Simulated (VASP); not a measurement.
A run of VASP 6.6.1 is set up as follows.

File INCAR:

```
SYSTEM = NaF
PREC     = Accurate       ! precision mode
ENCUT    = 520            ! plane-wave cutoff, eV
EDIFF    = 1E-7           ! SCF threshold, eV
ISMEAR   = 0              ! smearing method
SIGMA    = 0.05           ! smearing width, eV
LREAL    = .False.        ! projectors in reciprocal space
LASPH    = .True.         ! aspherical terms in the spheres
NELM     = 60             ! most SCF steps
ALGO     = Normal         ! electronic algorithm
ISIF     = 2              ! what is computed and relaxed
LWAVE    = .False.        ! write WAVECAR
LCHARG   = .True.         ! write CHGCAR
GGA      = PE             ! functional
LELF     = .True.         ! ELF
LVHAR    = .True.       
NBANDS   = 14             ! bands
```

The input KPOINTS:

```
regular mesh
0
Gamma
  10 10 10
  0 0 0
```

POSCAR

```
NaF
1.0
    0.0000000000      2.6820539337      1.7433350569
    2.6820539337      0.0000000000      1.7433350569
    2.6820539337      2.6820539337      0.0000000000
Na F
1 1
Direct
    0.0000000000      0.0000000000      0.0000000000
    0.5000000000      0.5000000000      0.5000000000
```

Potentials or basis: VASP PAW PBE potentials, release 64 (Na_pv, F).

Run with:

```console
$ cat potpaw_PBE.64/Na_pv/POTCAR potpaw_PBE.64/F/POTCAR > POTCAR
$ mpirun -np 1 vasp_std > vasp.out
```

Task: What does it give for the band gap on the k mesh?

Result: 5.24 eV.

Task: What does it give for the pressure?

Result: 38.8 GPa.

Stress tensor (GPa, compression positive):
```
 -1.88   0.00   0.00
  0.00  -1.88   0.00
  0.00   0.00 120.11
```

Caveat: the cell stands under pressure. A k mesh can miss the band edges.
